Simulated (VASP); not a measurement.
# BaTiO3 (P4mm) in VASP: further runs, part 2 of 2

VASP 6.6.1. Earlier steps stand in the parts before.

## 5. Single point, PBE (13.75 Å³/atom)

This run uses another cell than the first one, of 13.75 Å³/atom.

INCAR reads:

```
PREC     = Accurate       # precision mode
ENCUT    = 520            # plane-wave cutoff, eV
EDIFF    = 1E-7           # SCF threshold, eV
ISMEAR   = 0              # smearing method
SIGMA    = 0.02           # smearing width, eV
LREAL    = False          # projectors in reciprocal space
LASPH    = True           # aspherical terms in the spheres
NELM     = 100            # most SCF steps
ALGO     = Normal         # electronic algorithm
ISIF     = 2              # what is computed and relaxed
LWAVE    = False          # write WAVECAR
LCHARG   = True           # write CHGCAR
GGA      = PE             # functional
LELF     = True           # ELF
LVHAR    = True         
NBANDS   = 28             # bands
```

KPOINTS reads:

```
Automatic mesh
0
Gamma
  8 8 8
```

POSCAR reads:

```
BaTiO3
1.0
    3.9844328753      0.0000000000      0.0000000000
    0.0000000000      3.9844328753      0.0000000000
    0.0000000000      0.0000000000      4.3300752711
Ba Ti O
1 1 3
Direct
    0.0000000000      0.0000000000     -0.0203583698
    0.5000000000      0.5000000000      0.4656031573
    0.5000000000      0.5000000000      0.0509582940
    0.5000000000      0.0000000000      0.5233984593
    0.0000000000      0.5000000000      0.5233984593
```

The run is started by

```sh
> cat potpaw_PBE.64/Ba_sv/POTCAR potpaw_PBE.64/Ti_sv/POTCAR potpaw_PBE.64/O/POTCAR > POTCAR
> mpirun -np 1 vasp_std > vasp.out
```

It took 2.5 min on 1 thread of Intel Xeon Platinum 8488C (Sapphire Rapids), shared host; peak memory 0.28 GiB.

It converged, with:

- Free energy: -40.0389 eV
- Pressure: -0.6 GPa
- Largest force: 0.100 eV/Å
- Band gap on the k mesh: 1.79 eV (least direct gap 2.43 eV)

Forces in eV/Å, atoms in the order of the input:
```
Ba   0.000  0.000  0.064
Ti   0.000  0.000  0.100
O    0.000  0.000 -0.093
O    0.000  0.000 -0.035
O    0.000  0.000 -0.035
```

Stress tensor (GPa, compression positive):
```
-0.66  0.00  0.00
 0.00 -0.66  0.00
 0.00  0.00 -0.52
```

Levels at points of the mesh, in eV from the valence-band top:
```csv
k point,band 17,band 18,band 19,band 20,band 21,band 22,band 23,band 24
"(0.00, 0.00, 0.00)",-1.43,-1.27,-0.64,-0.64,1.79,2.63,2.63,3.94
"(0.50, 0.00, 0.00)",-2.00,-1.87,-1.73,-1.62,2.66,3.34,3.47,4.03
"(0.50, 0.50, 0.00)",-2.21,-1.22,-1.22,-0.05,3.51,3.51,3.72,3.85
"(0.00, 0.00, 0.50)",-2.14,-2.01,-0.75,-0.75,1.89,3.37,3.37,3.99
"(0.50, 0.00, 0.50)",-1.94,-1.34,-1.20,-0.70,3.38,3.40,3.54,4.69
"(0.50, 0.50, 0.50)",-2.73,-0.67,-0.67,0.00,3.79,3.79,3.95,5.57
```

Caveat: spin-orbit coupling is left out, which moves the levels of the heavy elements. A k mesh can miss the band edges.

## 6. Single point, PBE (14.15 Å³/atom)

This run uses another cell than the first one, of 14.15 Å³/atom.

INCAR reads:

```
  PREC = Accurate
  ENCUT = 520
  EDIFF = 1E-7
  ISMEAR = 0
  SIGMA = 0.02
  LREAL = False
  LASPH = True
  NELM = 80
  ALGO = Normal
  ISIF = 2
  LWAVE = False
  LCHARG = False
  GGA = PE
  NBANDS = 28
```

KPOINTS reads:

```
regular mesh
0
Gamma
  8 8 8
```

POSCAR reads:

```
BaTiO3
1.0
    3.9684658838      0.0000000000      0.0000000000
    0.0000000000      3.9684658838      0.0000000000
    0.0000000000      0.0000000000      4.4921248052
Ba Ti O
1 1 3
Direct
    0.0000000000      0.0000000000     -0.0349314207
    0.5000000000      0.5000000000      0.4595549383
    0.5000000000      0.5000000000      0.0624371887
    0.5000000000      0.0000000000      0.5279696469
    0.0000000000      0.5000000000      0.5279696469
```

Potentials or basis: VASP PAW PBE potentials, release 64 (Ba_sv, Ti_sv, O).

The run is started by

```sh
> cat potpaw_PBE.64/Ba_sv/POTCAR potpaw_PBE.64/Ti_sv/POTCAR potpaw_PBE.64/O/POTCAR > POTCAR
> mpirun -np 1 vasp_std > vasp.out
```

OUTCAR:

```text
PREC = Accurate
   ENCUT = 520
   EDIFF = 1E-7
   ISMEAR = 0
   LREAL = False
   LASPH = True
   NELM = 80
   ISIF = 2
   GGA = PE

 ion  position               nearest neighbor table
   1  0.000  0.000  0.965-   4 2.79   5 2.79   5 2.79   4 2.79   3 2.84   3 2.84   3 2.84   3 2.84
                             4 3.21   5 3.21   5 3.21   4 3.21   2 3.58   2 3.58   2 3.58   2 3.58
   2  0.500  0.500  0.460-   3 1.78   4 2.01   5 2.01   4 2.01   5 2.01   1 3.58   1 3.58   1 3.58
                             1 3.58   1 3.61   1 3.61   1 3.61   1 3.61
   3  0.500  0.500  0.062-   2 1.78   1 2.84   1 2.84   1 2.84   1 2.84
   4  0.500  0.000  0.528-   2 2.01   2 2.01   1 2.79   1 2.79   1 3.21   1 3.21
   5  0.000  0.500  0.528-   2 2.01   2 2.01   1 2.79   1 2.79   1 3.21   1 3.21

  LATTYP: Found a simple tetragonal cell.
 ALAT       =     3.9684658838
 C/A-ratio  =     1.1319550014

  Lattice vectors:

 A1 = (   3.9684658838,   0.0000000000,   0.0000000000)
 A2 = (   0.0000000000,   3.9684658838,   0.0000000000)
 A3 = (   0.0000000000,   0.0000000000,   4.4921248052)

Analysis of symmetry for initial positions (statically):
=====================================================================
 Subroutine PRICEL returns:
 Original cell was already a primitive cell.
[... 182 lines left out ...]
 Fermi energy:         3.6691703513

 k-point     1 :       0.0000    0.0000    0.0000
  band No.  band energies     occupation
      1     -53.2492      2.00000
      2     -29.6553      2.00000
      3     -29.4283      2.00000
      4     -29.4283      2.00000
      5     -22.0787      2.00000
      6     -13.5807      2.00000
[... 733 lines left out ...]
     27      10.6942      0.00000
     28      11.0304      0.00000

 [... further k-points ...]

------------------------ aborting loop because EDIFF is reached ----------------------------------------

  FORCE on cell =-STRESS in cart. coord.  units (eV):
  Direction    XX          YY          ZZ          XY          YZ          ZX
  --------------------------------------------------------------------------------------
  -------------------------------------------------------------------------------------
  Total       -0.7908071     -0.7908071     -0.7239617      0.0000000     -0.0000000      0.0000000
  in kB      -17.9095230    -17.9095230    -16.3956661      0.0000000     -0.0000000      0.0000000
  external PRESSURE =     -17.4049041 kB  Pullay stress =       0.0000000 kB

 VOLUME and BASIS-vectors are now :
 -----------------------------------------------------------------------------
  energy-cutoff  :      520.00
  volume of cell :       70.75
      direct lattice vectors                 reciprocal lattice vectors
     3.968465884  0.000000000  0.000000000     0.251986543  0.000000000  0.000000000
     0.000000000  3.968465884  0.000000000     0.000000000  0.251986543  0.000000000
     0.000000000  0.000000000  4.492124805     0.000000000  0.000000000  0.222611803

 POSITION                                       TOTAL-FORCE (eV/Angst)
 -----------------------------------------------------------------------------------
      0.00000      0.00000      4.33521         0.000000     -0.000000      0.089971
      1.98423      1.98423      2.06438        -0.000000      0.000000      0.093680
      1.98423      1.98423      0.28048        -0.000000      0.000000     -0.091848
      1.98423      0.00000      2.37171        -0.000000     -0.000000     -0.045901
      0.00000      1.98423      2.37171        -0.000000     -0.000000     -0.045901
 -----------------------------------------------------------------------------------
    total drift:                                0.000000      0.000000      0.000468

  FREE ENERGIE OF THE ION-ELECTRON SYSTEM (eV)
  ---------------------------------------------------
  free  energy   TOTEN  =       -40.0130299654 eV

  energy  without entropy=      -40.0130299654  energy(sigma->0) =      -40.01302997
```

stdout:

```text
POSCAR found type information on POSCAR BaTiO
 POSCAR found :  3 types and       5 ions
 scaLAPACK will be used
 LDA part: xc-table for (Slater+PW92), standard interpolation
 POSCAR, INCAR and KPOINTS ok, starting setup
 FFT: planning ... GRIDC
 FFT: planning ... GRID_SOFT
 FFT: planning ... GRID
 WAVECAR not read
 entering main loop
```

Wall time 2.7 min (1 thread of Intel Xeon Platinum 8488C (Sapphire Rapids), shared host); peak memory 0.28 GiB.

Results:

```
Free energy            : -40.0130 eV
Pressure               : -1.7 GPa
Largest force          : 0.094 eV/Å
Band gap on the k mesh : 1.81 eV (least direct gap 2.51 eV)
```

Forces in eV/Å, atoms in the order of the input:
```
Ba   0.000  0.000  0.090
Ti   0.000  0.000  0.094
O    0.000  0.000 -0.092
O    0.000  0.000 -0.046
O    0.000  0.000 -0.046
```

Stress tensor (GPa, compression positive):
```
-1.79  0.00  0.00
 0.00 -1.79  0.00
 0.00  0.00 -1.64
```

Caveat: spin-orbit coupling is left out, which moves the levels of the heavy elements.

## 7. The runs side by side

```tsv
cell	gap on the mesh (eV)	pressure (GPa)	largest force (eV/Å)
a = 3.973, b = 3.973, c = 4.101 Å, 5 atoms, atomic positions A	1.80	4.9	0.07
a = 3.985, b = 3.985, c = 4.202 Å, 5 atoms, atomic positions B	1.79	1.6	0.08
a = 3.984, b = 3.984, c = 4.330 Å, 5 atoms, atomic positions C	1.79	-0.6	0.10
a = 3.968, b = 3.968, c = 4.492 Å, 5 atoms, atomic positions D	1.81	-1.7	0.09
```

Alike in all rows: task single point; level PBE; potentials or basis VASP PAW PBE potentials, release 64 (Ba_sv, Ti_sv, O); no spin polarisation; k mesh 8 × 8 × 8; cutoff (eV) 520; smearing gaussian 0.02 eV.

Caveats: spin-orbit coupling is left out, which moves the levels of the heavy elements; the cell stands under pressure (at least some runs).

Absolute energies hang on the potentials; compare differences alone.
